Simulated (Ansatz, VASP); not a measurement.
**PbI2: VASP beside Ansatz**

```
Pb I
1.0
     4.56408    0.00000    0.00000
    -2.28204    3.95261    0.00000
     0.00000    0.00000    7.04751
Pb I
1 2
Cartesian
  0.0000 0.0000 0.0000
  0.0000 2.6351 1.8796
  2.2820 1.3175 5.1679
```

Alike in both runs: task single point; functional r2SCAN; k mesh 6 × 6 × 4; no spin polarisation.

|  | VASP | Ansatz |
| --- | --- | --- |
| version | VASP 6.6.1 | Ansatz 0.2.0 |
| potentials or method | VASP PAW PBE potentials, release 64 (Pb_d, I) | plane waves, PAW |
| plane-wave cutoff (eV) | 550 | 500 |
| occupations | gaussian, width 0.01 eV | fixed |
| valence electrons in the cell | 28 | 48 |

Ansatz gave:

```
gap on the k mesh at the Fermi level (eV) : 2.63
pressure (GPa)                            : 0.7
rms of the force components (eV/Å)        : 0.004
```

Estimate VASP's values.

gap on the k mesh at the Fermi level (eV): 2.62; pressure (GPa): 0.7; rms of the force components (eV/Å): 0.002.

VASP's potentials were made for PBE, not for r2SCAN. Atom by atom the forces differ by 0.002 eV/Å (rms over components). VASP's potentials hold 28 valence electrons a cell and Ansatz's 48, so a difference there can come from the potentials and not from the codes.

Neither program's run includes spin-orbit coupling.
